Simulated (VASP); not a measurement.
A run of VASP 6.6.1:

The input INCAR:

```
SYSTEM = Re2C
  ALGO = Normal
  EDIFF = 1E-6
  EDIFFG = -0.005
  ENCUT = 600
  GGA = PS
  IBRION = 2
  ISIF = 3
  ISMEAR = 0
  LASPH = .TRUE.
  LCHARG = .FALSE.
  LREAL = .FALSE.
  LWAVE = .FALSE.
  NELM = 80
  NSW = 100
  PREC = Accurate
  SIGMA = 0.1
```

KPOINTS

```
k-points
0
G
  12 12 4
  0 0 0
```

File POSCAR:

```
Re2C
1.0
    2.8557741595      0.0000000000      0.0000000000
   -1.4278870797      2.4731729696      0.0000000000
    0.0000000000      0.0000000000      9.8628597200
Re C
4 2
Direct
    0.3333333300      0.6666666700      0.6083498100
    0.6666666700      0.3333333300      0.1083498100
    0.6666666700      0.3333333300      0.3916501900
    0.3333333300      0.6666666700      0.8916501900
    0.3333333300      0.6666666700      0.2500000000
    0.6666666700      0.3333333300      0.7500000000
```

Potentials or basis: VASP PAW PBE potentials, release 64 (Re, C).

The run is started by

```sh
$ cat potpaw_PBE.64/Re/POTCAR potpaw_PBE.64/C/POTCAR > POTCAR
$ mpirun -np 1 vasp_std > vasp.out
```

Hardware: 1 thread of Intel(R) Xeon(R) 6975P-C (Granite Rapids) (shared host).

How long does it take, and how much memory?

It took 5.7 min on 1 thread of Intel(R) Xeon(R) 6975P-C (Granite Rapids) (shared host), peak memory 0.26 GiB. Counts: scf iterations 62, k points 57, ion steps 9.
